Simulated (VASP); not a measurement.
# Ta16H (a cell with a defect) in VASP: single point with PBE

Aim: the single point of Ta16H (a cell with a defect) with PBE.

All numbers are computed with VASP 6.6.1; they aren't measurements. Logs are shortened: lines on timing, memory, paths and dates and some standing lists are left out, and cuts for length are marked.

## 1. The cell of the first run

The cell holds a defect, 17 atoms: a = 6.620 Å, b = 6.620 Å, c = 6.620 Å, α = 90.00°, β = 90.00°, γ = 90.00°.

## 2. Single point, PBE

File INCAR:

```
SYSTEM = Ta16H
ALGO = Normal
EDIFF = 1E-6
ENCUT = 520
GGA = PE
ISIF = 2
ISMEAR = -1
LASPH = .True.
LCHARG = .False.
LREAL = Auto
LWAVE = .False.
NBANDS = 102
NELM = 80
PREC = Accurate
SIGMA = 0.05
```

File KPOINTS:

```
k-points
0
Gamma
  2 2 2
  0 0 0
```

File POSCAR:

```
Ta16H
1.0
    6.6200000000      0.0000000000      0.0000000000
    0.0000000000      6.6200000000      0.0000000000
    0.0000000000      0.0000000000      6.6200000000
Ta H
16 1
Direct
   -0.0180060423      0.0027190332     -0.0018277946
    0.4924169184     -0.0037160121      0.0045921450
    0.0082930514      0.4992598187     -0.0010120846
    0.0051963746      0.0015558912      0.4879456193
    0.2729909366      0.2595015106      0.2589274924
    0.4966163142      0.4949848943      0.0079909366
    0.5007552870      0.0084592145      0.4990181269
    0.7359667674      0.2497885196      0.2576586103
    0.0048187311      0.5000151057      0.5140483384
    0.2483987915      0.7336404834      0.2528549849
    0.2557854985      0.2650151057      0.7467673716
    0.4949093656      0.4954984894      0.4947583082
    0.7510876133      0.7537915408      0.2447280967
    0.7486706949      0.2558761329      0.7404078550
    0.2588368580      0.7372507553      0.7352265861
    0.7427039275      0.7377341390      0.7522507553
    0.7305438066      0.1354078550     -0.0018277946
```

Potentials or basis: VASP PAW PBE potentials, release 64 (Ta_pv, H).

The run is started by

```console
cat potpaw_PBE.64/Ta_pv/POTCAR potpaw_PBE.64/H/POTCAR > POTCAR
mpirun -np 1 vasp_std > vasp.out
```

OUTCAR:

```text
SYSTEM = Ta16H
   EDIFF = 1E-6
   ENCUT = 520
   GGA = PE
   ISIF = 2
   ISMEAR = -1
   LASPH = .True.
   LREAL = Auto
   NELM = 80
   PREC = Accurate

 ion  position               nearest neighbor table
   1  0.982  0.003  0.998-  17 1.88  13 2.78  14 2.85  16 2.87   8 2.88  11 3.01  10 3.02  15 3.08
                             5 3.10   2 3.24   4 3.25   3 3.29   3 3.34   2 3.38   4 3.38
   2  0.492  0.996  0.005-  17 1.83   5 2.83  13 2.83   8 2.87  10 2.89  16 2.91  15 2.92  11 2.92
                            14 2.98   1 3.24   7 3.27   6 3.30   6 3.32   7 3.35   1 3.38
   3  0.008  0.499  0.999-  10 2.79  11 2.81  16 2.87  15 2.88  13 2.90  14 2.91   5 2.92   8 2.98
                             9 3.21   6 3.23   1 3.29   1 3.34   6 3.39   9 3.41
   4  0.005  0.002  0.488-  13 2.85  10 2.86   8 2.86   5 2.89  14 2.92  15 2.93  11 2.95  16 3.02
                             1 3.25   7 3.28   9 3.30   9 3.32   7 3.34   1 3.38
   5  0.273  0.260  0.259-  12 2.65   6 2.72   7 2.75   2 2.83   4 2.89   9 2.92   3 2.92   8 3.07
                             1 3.10  10 3.14  11 3.23  11 3.39  10 3.49   8 3.56
   6  0.497  0.495  0.008-   5 2.72  10 2.80  11 2.80   8 2.81  16 2.85  13 2.87  15 2.88  14 2.90
                            12 3.22   3 3.23   2 3.30   2 3.32   3 3.39  12 3.40
   7  0.501  0.008  0.499-   8 2.74   5 2.75  14 2.82  11 2.86  15 2.87  13 2.90  16 2.93  10 2.96
                            12 3.22   2 3.27   4 3.28   4 3.34   2 3.35  12 3.40
   8  0.736  0.250  0.258-  17 1.88   7 2.74  12 2.77   6 2.81   4 2.86   2 2.87   1 2.88   9 2.97
                             3 2.98   5 3.07  14 3.20  13 3.29  13 3.34  14 3.43   5 3.56
   9  0.005  0.500  0.514-  15 2.73  11 2.75  14 2.78  16 2.82  10 2.83   5 2.92   8 2.97  13 2.97
                             3 3.21  12 3.25   4 3.30   4 3.32  12 3.38   3 3.41
  10  0.248  0.734  0.253-  12 2.78   3 2.79   6 2.80   9 2.83   4 2.86   2 2.89   7 2.96   1 3.02
                             5 3.14  15 3.19  13 3.30  13 3.33  15 3.43   5 3.49
  11  0.256  0.265  0.747-   9 2.75  12 2.76   6 2.80   3 2.81   7 2.86   2 2.92   4 2.95   1 3.01
                            15 3.13   5 3.23  14 3.26  14 3.36   5 3.39  15 3.49
  12  0.495  0.495  0.495-   5 2.65  15 2.75  11 2.76   8 2.77  10 2.78  14 2.83  16 2.86  13 2.92
                             6 3.22   7 3.22   9 3.25   9 3.38   7 3.40   6 3.40
  13  0.751  0.754  0.245-   1 2.78   2 2.83   4 2.85   6 2.87   3 2.90   7 2.90  12 2.92   9 2.97
                            16 3.26   8 3.29  10 3.30  10 3.33   8 3.34  16 3.36
  14  0.749  0.256  0.740-  17 1.89   9 2.78   7 2.82  12 2.83   1 2.85   6 2.90   3 2.91   4 2.92
                             2 2.98  16 3.19   8 3.20  11 3.26  11 3.36   8 3.43  16 3.43
  15  0.259  0.737  0.735-   9 2.73  12 2.75   7 2.87   3 2.88   6 2.88   2 2.92   4 2.93   1 3.08
                            11 3.13  10 3.19  16 3.21  16 3.42  10 3.43  11 3.49
  16  0.743  0.738  0.752-   9 2.82   6 2.85  12 2.86   1 2.87   3 2.87   2 2.91   7 2.93   4 3.02
                            14 3.19  15 3.21  13 3.26  13 3.36  15 3.42  14 3.43
  17  0.731  0.135  0.998-   2 1.83   8 1.88   1 1.88  14 1.89

  LATTYP: Found a simple cubic cell.
 ALAT       =     6.6200000000

  Lattice vectors:

 A1 = (   6.6200000000,   0.0000000000,   0.0000000000)
 A2 = (   0.0000000000,   6.6200000000,   0.0000000000)
 A3 = (   0.0000000000,   0.0000000000,   6.6200000000)

Analysis of symmetry for initial positions (statically):
=====================================================================
 Subroutine PRICEL returns:
 Original cell was already a primitive cell.

 Routine SETGRP: Setting up the symmetry group for a
 simple cubic supercell.

 Subroutine GETGRP returns: Found  1 space group operations
 (whereof  1 operations were pure point group operations)
 out of a pool of 48 trial point group operations.

The static configuration has the point symmetry C_1 .

Analysis of symmetry for dynamics (positions and initial velocities):
=====================================================================
 Subroutine PRICEL returns:
 Original cell was already a primitive cell.

 Routine SETGRP: Setting up the symmetry group for a
 simple cubic supercell.

 Subroutine GETGRP returns: Found  1 space group operations
 (whereof  1 operations were pure point group operations)
 out of a pool of 48 trial point group operations.

The dynamic configuration has the point symmetry C_1 .

 Subroutine INISYM returns: Found  1 space group operations
 (whereof  1 operations are pure point group operations),
 and found     1 'primitive' translations

----------------------------------------------------------------------------------------

                                     Primitive cell

  volume of cell :     290.1175

  direct lattice vectors                    reciprocal lattice vectors
[... 51 lines left out ...]
 Grid dimensions read from file:
 generate k-points for:    2    2    2

 Generating k-lattice:

  Cartesian coordinates                     Fractional coordinates (reciprocal lattice)
     0.075528701  0.000000000  0.000000000     0.500000000  0.000000000  0.000000000
     0.000000000  0.075528701  0.000000000     0.000000000  0.500000000  0.000000000
     0.000000000  0.000000000  0.075528701     0.000000000  0.000000000  0.500000000

  Length of vectors
     0.075528701  0.075528701  0.075528701

  Shift w.r.t. Gamma in fractional coordinates (k-lattice)
     0.000000000  0.000000000  0.000000000

 Subroutine IBZKPT returns following result:
 ===========================================

 Found      8 irreducible k-points:

 Following reciprocal coordinates:
            Coordinates               Weight
  0.000000  0.000000  0.000000      1.000000
  0.500000  0.000000  0.000000      1.000000
  0.000000  0.500000  0.000000      1.000000
  0.000000  0.000000  0.500000      1.000000
  0.500000  0.500000  0.000000      1.000000
  0.000000  0.500000  0.500000      1.000000
  0.500000  0.000000  0.500000      1.000000
  0.500000  0.500000  0.500000      1.000000
   k-points           NKPTS =      8   k-points in BZ     NKDIM =      8   number of bands    NBANDS=    102
   number of dos      NEDOS =    301   number of ions     NIONS =     17
   total plane-waves  NPLWV = 125000
   dimension x,y,z NGX =    50 NGY =   50 NGZ =   50
   dimension x,y,z NGXF=   100 NGYF=  100 NGZF=  100
   ions per type =              16   1
   NGX,Y,Z   is equivalent  to a cutoff of  12.56, 12.56, 12.56 a.u.
   NGXF,Y,Z  is equivalent  to a cutoff of  25.11, 25.11, 25.11 a.u.
 SYSTEM =  Ta16H
   PREC   = accura    normal or accurate (medium, high low for compatibility)
   ISTART =      0    job   : 0-new  1-cont  2-samecut
   ICHARG =      2    charge: 1-file 2-atom 10-const
   ISPIN  =      1    spin polarized calculation?
   LNONCOLLINEAR =      F non collinear calculations
   LSORBIT =      F    spin-orbit coupling
   LASPH  =      T    aspherical Exc in radial PAW
   ENCUT  =  520.0 eV  38.22 Ry    6.18 a.u.  12.31 12.31 12.31*2*pi/ulx,y,z
   NELM   =     80;   NELMIN=  2; NELMDL= -5     # of ELM steps
   EDIFF  = 0.1E-05   stopping-criterion for ELM
   LREAL  =      T    real-space projection
   EDIFFG = 0.1E-04   stopping-criterion for IOM
   NSW    =      0    number of steps for IOM
   IBRION =     -1    ionic relax: 0-MD 1-quasi-New 2-CG
   NFREE  =      0    steps in history (QN), initial steepest desc. (CG)
   ISIF   =      2    stress and relaxation
   ISYM   =      2    0-nonsym 1-usesym 2-fastsym
   POTIM  = 0.5000    time-step for ionic-motion
   TEBEG  =    0.0;   TEEND  =   0.0 temperature during run
   PSTRESS=    0.0 pullay stress
   NELECT =     177.0000    total number of electrons
   NUPDOWN=      -1.0000    fix difference up-down
   EMIN   =  10.00;   EMAX   =-10.00  energy-range for DOS
   EFERMI =   0.00;   METHOD = LEGACY
   ISMEAR =    -1;   SIGMA  =   0.05  broadening in eV -4-tet -1-fermi 0-gaus
   EFERMI_NEDOS =   21; number of points for ismear=-14 and -15
   IALGO  =     38    algorithm
   IMIX   =      4    mixing-type and parameters
     AMIX     =   0.40;   BMIX     =  1.00
     AMIX_MAG =   1.60;   BMIX_MAG =  1.00
  volume/ion in A,a.u.               =      17.07       115.17
  Fermi-wavevector in a.u.,A,eV,Ry     =   1.388485  2.623857 26.230553  1.927891
  Thomas-Fermi vector in A             =   2.512607
   LORBIT       =      0    0 simple, 1 ext, 2 COOP (PROOUT), +10 PAW based schemes
   GGA     = PE    functional components
[... 5 lines left out ...]
 non-spin polarized calculation
  energy-cutoff  :      520.00
  volume of cell :      290.12
 maximum number of plane-waves:      7856
 NGX is ok and might be reduce to    50
   NGX = 25   NGY = 25   NGZ = 25

 number of electron     177.0000008 magnetization

 Free energy of the ion-electron system (eV)
  ---------------------------------------------------
  ext. energy  EPLUGINS =         0.00000000
  ---------------------------------------------------
  free energy    TOTEN  =      -193.32353664 eV

  energy without entropy =     -193.26659066  energy(sigma->0) =     -193.29506365

 E-fermi :   5.4962     XC(G=0): -12.6042

 val. band max:        5.4790012218   @ k =   0.5000   0.0000   0.5000
 cond. band min:       5.6127073528   @ k =   0.5000   0.0000   0.5000
 fundamental gap:      0.1337061310
 Fermi energy:         5.4962261957

 k-point     1 :       0.0000    0.0000    0.0000
  band No.  band energies     occupation
      1     -28.8849      2.00000
      2     -28.8071      2.00000
      3     -28.7916      2.00000
      4     -28.7788      2.00000
      5     -28.7705      2.00000
      6     -28.7677      2.00000
[... 813 lines left out ...]
     99       9.0861      0.00000
    100       9.0980      0.00000
 [bands above 100 left out]

------------------------ aborting loop because EDIFF is reached ----------------------------------------

  FORCE on cell =-STRESS in cart. coord.  units (eV):
  Direction    XX          YY          ZZ          XY          YZ          ZX
  --------------------------------------------------------------------------------------
  -------------------------------------------------------------------------------------
  Total        6.7348605      5.0086119      6.3323939      0.2243072      0.5061182     -0.2709851
  in kB       37.1933432     27.6601161     34.9707167      1.2387390      2.7950434     -1.4965185
  external PRESSURE =      33.2747253 kB  Pullay stress =       0.0000000 kB

 VOLUME and BASIS-vectors are now :
 -----------------------------------------------------------------------------
  energy-cutoff  :      520.00
  volume of cell :      290.12
      direct lattice vectors                 reciprocal lattice vectors
     6.620000000  0.000000000  0.000000000     0.151057402  0.000000000  0.000000000
     0.000000000  6.620000000  0.000000000     0.000000000  0.151057402  0.000000000
     0.000000000  0.000000000  6.620000000     0.000000000  0.000000000  0.151057402

 POSITION                                       TOTAL-FORCE (eV/Angst)
 -----------------------------------------------------------------------------------
      6.50080      0.01800      6.60790         2.378041     -0.807822     -0.195804
      3.25980      6.59540      0.03040        -0.900954     -0.677853     -0.588334
      0.05490      3.30510      6.61330        -0.764836      0.039750      0.138829
      0.03440      0.01030      3.23020        -0.382062      0.047956      0.974199
      1.80720      1.71790      1.71410        -2.695331     -1.281556     -0.771348
      3.28760      3.27680      0.05290         0.388315      0.753161     -0.870085
[... 9 lines left out ...]
      4.91670      4.88380      4.97990         0.603916      1.107524     -0.343923
      4.83620      0.89640      6.60790         0.305017      0.229489     -0.099372
 -----------------------------------------------------------------------------------
    total drift:                                0.003149      0.002346      0.005392

  FREE ENERGIE OF THE ION-ELECTRON SYSTEM (eV)
  ---------------------------------------------------
  free  energy   TOTEN  =      -193.3235366374 eV

  energy  without entropy=     -193.2665906643  energy(sigma->0) =     -193.29506365
```

Run time: 10 min. Hardware: 1 thread of Intel Xeon Platinum 8488C (Sapphire Rapids), shared host; peak memory 0.44 GiB.

What came out:

```yaml
Free_energy: -193.3235 eV
Pressure: 3.3 GPa
Largest_force: 3.083 eV/Å
```

Forces on the atoms (eV/Å):
```
Ta   2.378 -0.808 -0.196
Ta  -0.901 -0.678 -0.588
Ta  -0.765  0.040  0.139
Ta  -0.382  0.048  0.974
Ta  -2.695 -1.282 -0.771
Ta   0.388  0.753 -0.870
Ta  -0.018 -1.211  0.065
Ta   1.777  0.484  0.087
Ta  -0.338 -0.060 -1.481
Ta   0.001  1.652 -0.349
Ta  -0.402 -1.669  0.362
Ta   1.186  0.911  0.865
Ta  -0.265 -0.612  0.500
Ta   0.048 -0.207  0.302
Ta  -0.922  1.302  1.405
Ta   0.604  1.108 -0.344
H    0.305  0.229 -0.099
```

Stress tensor (GPa, compression positive):
```
 3.72  0.12 -0.15
 0.12  2.77  0.28
-0.15  0.28  3.50
```

Caveat: the k points lie up to 0.47 Å⁻¹ apart; spin-orbit coupling is left out, which moves the levels of the heavy elements.
